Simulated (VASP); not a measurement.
# BP (I-4m2) in VASP: further runs

Runs on BP. Level: PBE. Tasks: single point.

Everything below comes from runs of VASP 6.6.1. Logs are shortened: lines on timing, memory, paths and dates and some standing lists are left out, and cuts for length are marked.

## Step 1: The cell of the first run

The structure is tetragonal, space group I-4m2 (No. 119). The conventional cell has a = 3.209 Å, b = 3.209 Å, c = 4.470 Å, α = 90.00°, β = 90.00°, γ = 90.00°. Within 2.6 Å of B (site symmetry -4m2) lie 4 P at 1.96 Å. Within 2.6 Å of P (site symmetry -4m2) lie 4 B at 1.96 Å.

## Step 2: Single point, PBE (strain -0.0150 x Voigt [0, 1, 0, 0, 0, 0])

The input, INCAR:

```
SYSTEM = BP
PREC = Accurate ; ENCUT = 520
EDIFF = 1E-7 ; ISMEAR = 0
SIGMA = 0.05 ; LREAL = .False.
LASPH = .True. ; NELM = 80
ALGO = Normal ; ISIF = 2
LWAVE = .False. ; LCHARG = .True.
GGA = PE ; LELF = .True.
LVHAR = .True. ; NBANDS = 11
```

The input, KPOINTS:

```
Automatic mesh
0
Gamma
  10 10 10
  0 0 0
```

The input, POSCAR:

```
BP
1.0
    0.0000000000      2.2349650000      2.2690000000
    2.2690000000      0.0000000000      2.2690000000
    2.2690000000      2.2349650000      0.0000000000
B P
1 1
Direct
    0.0000000000      0.0000000000      0.0000000000
    0.7500000000      0.7500000000      0.7500000000
```

Potentials or basis: VASP PAW PBE potentials, release 64 (B, P).

Started as:

```console
$ cat potpaw_PBE.64/B/POTCAR potpaw_PBE.64/P/POTCAR > POTCAR
$ mpirun -np 1 vasp_std > vasp.out
```

OUTCAR:

```text
SYSTEM = BP
   PREC = Accurate
   ENCUT = 520
   EDIFF = 1E-7
   ISMEAR = 0
   LREAL = .False.
   LASPH = .True.
   NELM = 80
   ISIF = 2
   GGA = PE

 ion  position               nearest neighbor table
   1  0.000  0.000  0.000-   2 1.96   2 1.96   2 1.96   2 1.96
   2  0.750  0.750  0.750-   1 1.96   1 1.96   1 1.96   1 1.96

  LATTYP: Found a body centered tetragonal cell.
 ALAT       =     3.2088505730
 C/A-ratio  =     1.3930003589

  Lattice vectors:

 A1 = (   0.0000000000,  -2.2349650000,   2.2690000000)
 A2 = (   0.0000000000,  -2.2349650000,  -2.2690000000)
 A3 = (   2.2690000000,   2.2349650000,   0.0000000000)

Analysis of symmetry for initial positions (statically):
=====================================================================
 Subroutine PRICEL returns:
 Original cell was already a primitive cell.

 Routine SETGRP: Setting up the symmetry group for a
 body centered tetragonal supercell.

 Subroutine GETGRP returns: Found  8 space group operations
 (whereof  8 operations were pure point group operations)
 out of a pool of 16 trial point group operations.

The static configuration has the point symmetry D_2d.

Analysis of symmetry for dynamics (positions and initial velocities):
=====================================================================
 Subroutine PRICEL returns:
 Original cell was already a primitive cell.

 Routine SETGRP: Setting up the symmetry group for a
 body centered tetragonal supercell.

 Subroutine GETGRP returns: Found  8 space group operations
 (whereof  8 operations were pure point group operations)
 out of a pool of 16 trial point group operations.

The dynamic configuration has the point symmetry D_2d.

 Subroutine INISYM returns: Found  8 space group operations
 (whereof  8 operations are pure point group operations),
 and found     1 'primitive' translations

----------------------------------------------------------------------------------------

                                     Primitive cell

  volume of cell :      23.0128

  direct lattice vectors                    reciprocal lattice vectors
     0.000000000  2.234965000  2.269000000    -0.220361393  0.223717150  0.220361393
     2.269000000  0.000000000  2.269000000     0.220361393 -0.223717150  0.220361393
     2.269000000  2.234965000  0.000000000     0.220361393  0.223717150 -0.220361393

  length of vectors
     3.184875123  3.208850573  3.184875123     0.383624360  0.383624360  0.383624360

  position of ions in fractional coordinates (direct lattice)
     0.000000000  0.000000000  0.000000000
     0.750000000  0.750000000  0.750000000

  ion indices of the primitive-cell ions
   primitive index   ion index
                 1           1
                 2           2

----------------------------------------------------------------------------------------

 KPOINTS: Automatic mesh

Automatic generation of k-mesh.
 Grid dimensions read from file:
 generate k-points for:   10   10   10

 Generating k-lattice:

  Cartesian coordinates                     Fractional coordinates (reciprocal lattice)
    -0.022036139  0.022371715  0.022036139     0.100000000  0.000000000  0.000000000
     0.022036139 -0.022371715  0.022036139     0.000000000  0.100000000  0.000000000
     0.022036139  0.022371715 -0.022036139     0.000000000  0.000000000  0.100000000

  Length of vectors
     0.038362436  0.038362436  0.038362436

  Shift w.r.t. Gamma in fractional coordinates (k-lattice)
     0.000000000  0.000000000  0.000000000

 Subroutine IBZKPT returns following result:
 ===========================================

 Found    102 irreducible k-points:

 Following reciprocal coordinates:
            Coordinates               Weight
  0.000000  0.000000  0.000000      1.000000
  0.100000  0.000000 -0.000000      8.000000
  0.200000  0.000000 -0.000000      8.000000
  0.300000  0.000000 -0.000000      8.000000
  0.400000  0.000000  0.000000      8.000000
  0.500000  0.000000 -0.000000      4.000000
[... 16 lines left out ...]
  0.300000  0.300000  0.000000      4.000000
  0.400000  0.300000 -0.000000     16.000000
 [... further k-points ...]
   k-points           NKPTS =    102   k-points in BZ     NKDIM =    102   number of bands    NBANDS=     11
   number of dos      NEDOS =    301   number of ions     NIONS =      2
   total plane-waves  NPLWV =  13824
   dimension x,y,z NGX =    24 NGY =   24 NGZ =   24
   dimension x,y,z NGXF=    48 NGYF=   48 NGZF=   48
   ions per type =               1   1
   NGX,Y,Z   is equivalent  to a cutoff of  12.53, 12.43, 12.53 a.u.
   NGXF,Y,Z  is equivalent  to a cutoff of  25.06, 24.87, 25.06 a.u.
 SYSTEM =  BP
   PREC   = accura    normal or accurate (medium, high low for compatibility)
   ISTART =      0    job   : 0-new  1-cont  2-samecut
   ICHARG =      2    charge: 1-file 2-atom 10-const
   ISPIN  =      1    spin polarized calculation?
   LNONCOLLINEAR =      F non collinear calculations
   LSORBIT =      F    spin-orbit coupling
   LASPH  =      T    aspherical Exc in radial PAW
   ENCUT  =  520.0 eV  38.22 Ry    6.18 a.u.   5.92  5.97  5.92*2*pi/ulx,y,z
   NELM   =     80;   NELMIN=  2; NELMDL= -5     # of ELM steps
   EDIFF  = 0.1E-06   stopping-criterion for ELM
   LREAL  =      F    real-space projection
   EDIFFG = 0.1E-05   stopping-criterion for IOM
   NSW    =      0    number of steps for IOM
   IBRION =     -1    ionic relax: 0-MD 1-quasi-New 2-CG
   NFREE  =      0    steps in history (QN), initial steepest desc. (CG)
   ISIF   =      2    stress and relaxation
   ISYM   =      2    0-nonsym 1-usesym 2-fastsym
   POTIM  = 0.5000    time-step for ionic-motion
   TEBEG  =    0.0;   TEEND  =   0.0 temperature during run
   PSTRESS=    0.0 pullay stress
   NELECT =       8.0000    total number of electrons
   NUPDOWN=      -1.0000    fix difference up-down
   EMIN   =  10.00;   EMAX   =-10.00  energy-range for DOS
   EFERMI =   0.00;   METHOD = LEGACY
   ISMEAR =     0;   SIGMA  =   0.05  broadening in eV -4-tet -1-fermi 0-gaus
   EFERMI_NEDOS =   21; number of points for ismear=-14 and -15
   IALGO  =     38    algorithm
   IMIX   =      4    mixing-type and parameters
     AMIX     =   0.40;   BMIX     =  1.00
     AMIX_MAG =   1.60;   BMIX_MAG =  1.00
  volume/ion in A,a.u.               =      11.51        77.65
  Fermi-wavevector in a.u.,A,eV,Ry     =   1.151105  2.175273 18.028299  1.325043
  Thomas-Fermi vector in A             =   2.287765
   LORBIT       =      0    0 simple, 1 ext, 2 COOP (PROOUT), +10 PAW based schemes
   GGA     = PE    functional components
   LHFCALC =     F    Hartree Fock is set to
   AEXX    =    0.0000 exact exchange contribution
   IVDW    =     0    specifies the selected vdW correction
   LEPSILON=     F    determine dielectric tensor
   LRPA    =     F    only Hartree local field effects (RPA)
 non-spin polarized calculation
 Gauss-broadening in eV      SIGMA  =   0.05
  energy-cutoff  :      520.00
  volume of cell :       23.01
 maximum number of plane-waves:       636
   NGX = 11   NGY = 11   NGZ = 11

 number of electron       8.0000001 magnetization

 Free energy of the ion-electron system (eV)
  ---------------------------------------------------
  ext. energy  EPLUGINS =         0.00000000
  ---------------------------------------------------
  free energy    TOTEN  =       -12.92265288 eV

  energy without entropy =      -12.92265288  energy(sigma->0) =      -12.92265288

 E-fermi :   7.9395     XC(G=0): -10.9727

 val. band max:        7.7107460911   @ k =   0.0000   0.0000   0.0000
 cond. band min:       8.7013126738   @ k =   0.4000   0.0000   0.4000
 fundamental gap:      0.9905665827
 Fermi energy:         7.9395177067

 k-point     1 :       0.0000    0.0000    0.0000
  band No.  band energies     occupation
      1      -7.9831      2.00000
      2       7.5642      2.00000
      3       7.5642      2.00000
      4       7.7107      2.00000
      5      10.9804      0.00000
      6      11.0662      0.00000
      7      11.0662      0.00000
      8      15.2150      0.00000
      9      19.2290      0.00000
     10      19.5844      0.00000
     11      19.9791      0.00000

 k-point     2 :       0.1000    0.0000   -0.0000
  band No.  band energies     occupation
      1      -7.8007      2.00000
      2       6.2978      2.00000
      3       7.2601      2.00000
      4       7.3712      2.00000
      5      11.3863      0.00000
      6      11.4754      0.00000
      7      11.5285      0.00000
      8      15.7203      0.00000
      9      18.9265      0.00000
     10      19.2469      0.00000
     11      19.8077      0.00000

 k-point     3 :       0.2000    0.0000   -0.0000
  band No.  band energies     occupation
      1      -7.2601      2.00000
      2       3.9361      2.00000
      3       6.6814      2.00000
      4       6.8168      2.00000
      5      11.6898      0.00000
      6      12.1758      0.00000
      7      12.1963      0.00000
      8      16.8495      0.00000
      9      18.3922      0.00000
     10      18.5724      0.00000
     11      20.6799      0.00000

 k-point     4 :       0.3000    0.0000   -0.0000
  band No.  band energies     occupation
      1      -6.3908      2.00000
      2       1.5508      2.00000
      3       6.1731      2.00000
      4       6.3373      2.00000
      5      11.6119      0.00000
      6      12.4527      0.00000
      7      12.5623      0.00000
      8      17.6987      0.00000
      9      19.0749      0.00000
     10      19.0768      0.00000
     11      20.9717      0.00000
[... 239 lines left out ...]
 k-point    22 :      -0.2000    0.2000    0.0000
  band No.  band energies     occupation
      1      -6.0871      2.00000
      2       2.3050      2.00000
      3       3.3463      2.00000
      4       6.4061      2.00000
      5      12.1830      0.00000
      6      12.9511      0.00000
      7      14.0258      0.00000
      8      16.0390      0.00000
      9      17.1659      0.00000
     10      21.3859      0.00000
     11      23.6591      0.00000

 k-point    23 :       0.3000    0.3000    0.0000
  band No.  band energies     occupation
      1      -5.8614      2.00000
      2       2.7060      2.00000
      3       4.3713      2.00000
      4       4.4166      2.00000
      5       9.1882      0.00000
      6      11.5358      0.00000
      7      16.3919      0.00000
      8      16.7449      0.00000
      9      20.7808      0.00000
     10      22.1464      0.00000
     11      24.2853      0.00000

 k-point    24 :       0.4000    0.3000   -0.0000
  band No.  band energies     occupation
      1      -5.0300      2.00000
      2       1.3802      2.00000
      3       3.5285      2.00000
      4       4.1005      2.00000
      5       9.4771      0.00000
      6      11.2800      0.00000
      7      17.0054      0.00000
      8      17.3935      0.00000
      9      21.7050      0.00000
     10      23.0093      0.00000
     11      24.8292      0.00000

 [... further k-points ...]
[... 5 lines left out ...]
  --------------------------------------------------------------------------------------
  -------------------------------------------------------------------------------------
  Total        0.3056746      0.8824776      0.3056746      0.0000000      0.0000000      0.0000000
  in kB       21.2814021     61.4390591     21.2814021      0.0000000      0.0000000      0.0000000
  external PRESSURE =      34.6672878 kB  Pullay stress =       0.0000000 kB

 VOLUME and BASIS-vectors are now :
 -----------------------------------------------------------------------------
  energy-cutoff  :      520.00
  volume of cell :       23.01
      direct lattice vectors                 reciprocal lattice vectors
     0.000000000  2.234965000  2.269000000    -0.220361393  0.223717150  0.220361393
     2.269000000  0.000000000  2.269000000     0.220361393 -0.223717150  0.220361393
     2.269000000  2.234965000  0.000000000     0.220361393  0.223717150 -0.220361393

 POSITION                                       TOTAL-FORCE (eV/Angst)
 -----------------------------------------------------------------------------------
      0.00000      0.00000      0.00000        -0.000000     -0.000000     -0.000000
      3.40350      3.35245      3.40350         0.000000      0.000000      0.000000
 -----------------------------------------------------------------------------------
    total drift:                               -0.000000      0.000000     -0.000000

  FREE ENERGIE OF THE ION-ELECTRON SYSTEM (eV)
  ---------------------------------------------------
  free  energy   TOTEN  =       -12.9226528795 eV

  energy  without entropy=      -12.9226528795  energy(sigma->0) =      -12.92265288
```

Run time: 15 s. Hardware: 1 thread of Intel Xeon Platinum 8259CL at 2.50GHz (Skylake/Cascade Lake), shared host; peak memory 0.15 GiB.

What came out:

```yaml
Free_energy: -12.9227 eV
Pressure: 3.5 GPa
Band_gap_on_the_k_mesh: 0.99 eV, indirect (least direct gap 3.27 eV)
```

Stress tensor (GPa, compression positive):
```
2.13 0.00 0.00
0.00 6.14 0.00
0.00 0.00 2.13
```

Caveat: the cell differs from its parent crystal (strain -0.0150 x Voigt [0, 1, 0, 0, 0, 0]).

## Step 3: Single point, PBE (strain +0.0150 x Voigt [0, 1, 0, 0, 0, 0])

The input, INCAR:

```
PREC = Accurate
ENCUT = 520
EDIFF = 1E-6
ISMEAR = 0
SIGMA = 0.05
LREAL = F
LASPH = T
NELM = 80
ALGO = Normal
ISIF = 2
LWAVE = F
LCHARG = F
GGA = PE
NBANDS = 11
```

The input, KPOINTS:

```
regular mesh
0
Gamma
  10 10 10
```

The input, POSCAR:

```
BP
1.0
    0.0000000000      2.3030350000      2.2690000000
    2.2690000000      0.0000000000      2.2690000000
    2.2690000000      2.3030350000      0.0000000000
B P
1 1
Direct
    0.0000000000      0.0000000000      0.0000000000
    0.7500000000      0.7500000000      0.7500000000
```

Potentials or basis: VASP PAW PBE potentials, release 64 (B, P).

Started as:

```console
$ cat potpaw_PBE.64/B/POTCAR potpaw_PBE.64/P/POTCAR > POTCAR
$ mpirun -np 1 vasp_std > vasp.out
```

Run time: 13 s. Hardware: 1 thread of Intel Xeon Platinum 8259CL at 2.50GHz (Skylake/Cascade Lake), shared host; peak memory 0.15 GiB.

It converged, with:

```
Free energy            : -12.9270 eV
Pressure               : -1.5 GPa
Band gap on the k mesh : 1.15 eV, indirect (least direct gap 3.30 eV)
```

Stress tensor (GPa, compression positive):
```
-0.16  0.00  0.00
 0.00 -4.18  0.00
 0.00  0.00 -0.16
```

Levels at points of the mesh, in eV from the valence-band top:
| k point | band 1 | band 2 | band 3 | band 4 | band 5 | band 6 | band 7 | band 8 | band 9 |
| --- | --- | --- | --- | --- | --- | --- | --- | --- | --- |
| (0.00, 0.00, 0.00) | -15.38 | -0.15 | 0.00 | 0.00 | 3.30 | 3.30 | 3.39 | 7.10 | 11.36 |
| (0.50, 0.00, 0.00) | -12.11 | -8.98 | -1.88 | -1.69 | 3.61 | 4.61 | 4.73 | 10.03 | 14.39 |
| (0.50, 0.50, 0.00) | -10.55 | -8.51 | -4.17 | -4.14 | 1.26 | 1.56 | 11.77 | 12.08 | 15.02 |
| (0.50, 0.00, 0.50) | -10.70 | -8.64 | -4.01 | -4.01 | 1.42 | 1.76 | 11.94 | 11.94 | 14.89 |

Caveat: the cell differs from its parent crystal (strain +0.0150 x Voigt [0, 1, 0, 0, 0, 0]).

## Step 4: Single point, PBE (strain +0.0450 x Voigt [0, 1, 0, 0, 0, 0])

The input, INCAR:

```
ALGO = Normal
EDIFF = 1E-6
ENCUT = 520
GGA = PE
ISIF = 2
ISMEAR = 0
LASPH = T
LCHARG = T
LELF = T
LREAL = F
LVHAR = T
LWAVE = F
NBANDS = 11
NELM = 60
PREC = Accurate
SIGMA = 0.05
```

The input, KPOINTS:

```
k-points
0
Gamma
  10 10 10
```

The input, POSCAR:

```
BP
1.0
    0.0000000000      2.3711050000      2.2690000000
    2.2690000000      0.0000000000      2.2690000000
    2.2690000000      2.3711050000      0.0000000000
B P
1 1
Direct
    0.0000000000      0.0000000000      0.0000000000
    0.7500000000      0.7500000000      0.7500000000
```

Started as:

```console
$ cat potpaw_PBE.64/B/POTCAR potpaw_PBE.64/P/POTCAR > POTCAR
$ mpirun -np 1 vasp_std > vasp.out
```

It took 13 s on 1 thread of Intel Xeon Platinum 8259CL at 2.50GHz (Skylake/Cascade Lake), shared host; peak memory 0.15 GiB.

It converged, with:

- Free energy: -12.8877 eV
- Pressure: -5.8 GPa
- Band gap on the k mesh: 0.97 eV, indirect (least direct gap 3.12 eV)

Stress tensor (GPa, compression positive):
```
 -1.81   0.00   0.00
  0.00 -13.82   0.00
  0.00   0.00  -1.81
```

Levels at points of the mesh, in eV from the valence-band top:
| k point | band 2 | band 3 | band 4 | band 5 | band 6 | band 7 |
| --- | --- | --- | --- | --- | --- | --- |
| (0.00, 0.00, 0.00) | -0.44 | 0.00 | 0.00 | 3.12 | 3.12 | 3.37 |
| (0.50, 0.00, 0.00) | -8.87 | -2.13 | -1.57 | 3.16 | 4.55 | 4.74 |
| (0.50, 0.50, 0.00) | -8.38 | -4.28 | -4.20 | 1.12 | 1.36 | 11.08 |
| (0.50, 0.00, 0.50) | -8.75 | -3.81 | -3.81 | 1.59 | 1.95 | 11.56 |

Caveat: the cell differs from its parent crystal (strain +0.0450 x Voigt [0, 1, 0, 0, 0, 0]). A k mesh can miss the band edges.

## Step 5: Summary

| cell | gap on the mesh (eV) | pressure (GPa) |
| --- | --- | --- |
| a = 3.185, b = 3.209 Å, angles 59.8, 60.5, 59.8°, 2 atoms | 0.99 | 3.5 |
| a = 3.233, b = 3.209 Å, angles 60.2, 59.5, 60.2°, 2 atoms | 1.15 | -1.5 |
| a = 3.282, b = 3.209 Å, angles 60.7, 58.5, 60.7°, 2 atoms | 0.97 | -5.8 |

Alike in all rows: task single point; level PBE; potentials or basis VASP PAW PBE potentials, release 64 (B, P); no spin polarisation; k mesh 10 × 10 × 10; cutoff (eV) 520; smearing gaussian 0.05 eV.

Total energies depend on the potentials used, so only differences within one code and one set of settings carry meaning.
